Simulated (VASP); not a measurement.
Crystal: AlC.

```
CELL_PARAMETERS angstrom
2.90733 0.00000 0.00000
0.00000 2.90733 0.00000
0.00000 0.00000 2.90733
ATOMIC_POSITIONS crystal
Al 0.50000 0.50000 0.50000
C 0.00000 0.00000 0.00000
```

```yaml
Program: VASP 6.6.1
Task: relaxation of cell and atoms
Functional: PBE
Potentials_or_basis: VASP PAW PBE potentials, release 64 (Al, C)
Cutoff: 600 eV
k_mesh: 6 × 6 × 6
Occupations: gaussian, width 0.1 eV
Spin: no spin polarisation
```

At the start: pressure -23.1 GPa; volume 12.29 Å³/atom.

Where does the relaxation end?

Over 3 steps the energy falls by 227.0 meV/atom and the volume is 9.73 Å³/atom (-20.8 %); space group Pm-3m (No. 221, to 0.05 Å).

Step by step:
| step | energy change (eV) | largest force (eV/Å) | pressure (GPa) | volume (Å³) |
| --- | --- | --- | --- | --- |
| 1 | 0.0000 | 0.0000 | -23.15 | 24.57 |
| 2 | -0.4404 | 0.0000 | 6.49 | 18.79 |
| 3 | -0.4540 | 0.0000 | 0.12 | 19.47 |

Final structure:
```xyz
2
Lattice="2.6900 0.0000 0.0000 0.0000 2.6900 0.0000 0.0000 0.0000 2.6900" Properties=species:S:1:pos:R:3 pbc="T T T"
Al    1.3450    1.3450    1.3450
C     0.0000    0.0000    0.0000
```

Caveat: the k points lie up to 0.39 Å⁻¹ apart in the final cell; the volume moved by over 15 % at a fixed basis, so the end points are rough.
